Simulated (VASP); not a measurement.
Set up this calculation in VASP 6.6.1, as the native input.

```
Task                               : single point
Functional                         : HSE06
Potentials or basis                : VASP PAW PBE potentials, release 64 (Na_pv)
Cutoff                             : 400 eV
k mesh                             : 6 × 6 × 6
Occupations                        : fermi-dirac, width 0.1 eV
Spin                               : no spin polarisation
Dipole correction                  : no
Grid for exact exchange (PRECFOCK) : Normal
Further INCAR settings             : ALGO = Normal; EDIFF = 1e-06; NBANDS = 10
Share of exact exchange            : 0.25
Screening parameter                : 0.2079 1/Å
```

Na:

```
Na
1.0
    -2.04244    2.04244    2.04244
     2.04244   -2.04244    2.04244
     2.04244    2.04244   -2.04244
Na
1
Direct
  0.00000 0.00000 0.00000
```

These files were run (other wordings do the same):

POSCAR

```
Na
1.0
   -2.0424365351      2.0424365351      2.0424365351
    2.0424365351     -2.0424365351      2.0424365351
    2.0424365351      2.0424365351     -2.0424365351
Na
1
Direct
    0.0000000000      0.0000000000      0.0000000000
```

INCAR.step1

```
SYSTEM = Na
PREC = Accurate ; ENCUT = 400
EDIFF = 1E-5 ; ISMEAR = -1
SIGMA = 0.1 ; LREAL = .FALSE.
LASPH = .TRUE. ; NELM = 120
ALGO = Normal ; ISIF = 2
LWAVE = .TRUE. ; GGA = PE
NBANDS = 10 ; GGA_COMPAT = .FALSE.
```

INCAR.step2

```
SYSTEM = Na
PREC = Accurate ; ENCUT = 400
EDIFF = 1E-6 ; ISMEAR = -1
SIGMA = 0.1 ; LREAL = .FALSE.
LASPH = .TRUE. ; NELM = 120
ALGO = Normal ; ISIF = 2
LWAVE = .FALSE. ; LCHARG = .TRUE.
GGA = PE ; LHFCALC = .TRUE.
HFSCREEN = 0.2079 ; PRECFOCK = Normal
LELF = .TRUE. ; LVHAR = .TRUE.
ISTART = 1 ; NBANDS = 10
GGA_COMPAT = .FALSE.
```

KPOINTS

```
Automatic mesh
0
G
  6 6 6
  0 0 0
```

Potentials or basis: VASP PAW PBE potentials, release 64 (Na_pv).

Command:

```bash
$ cat potpaw_PBE.64/Na_pv/POTCAR > POTCAR
$ cp INCAR.step1 INCAR
$ mpirun -np 1 vasp_std > vasp.out
$ cp INCAR.step2 INCAR
$ mpirun -np 1 vasp_std > vasp.out
```

It gave:

The pressure is 0.8 GPa and the band gap on the k mesh is zero (an odd number of electrons rules out a gap without spin polarisation).

Caveat: the k points lie up to 0.36 Å⁻¹ apart, too coarse for converged energies and pressures of a metal; the PAW data sets were made with another functional, which shifts forces and pressure a little.

It took 78 s on 1 thread of Intel(R) Xeon(R) 6975P-C (Granite Rapids) (shared host), peak memory 0.23 GiB.
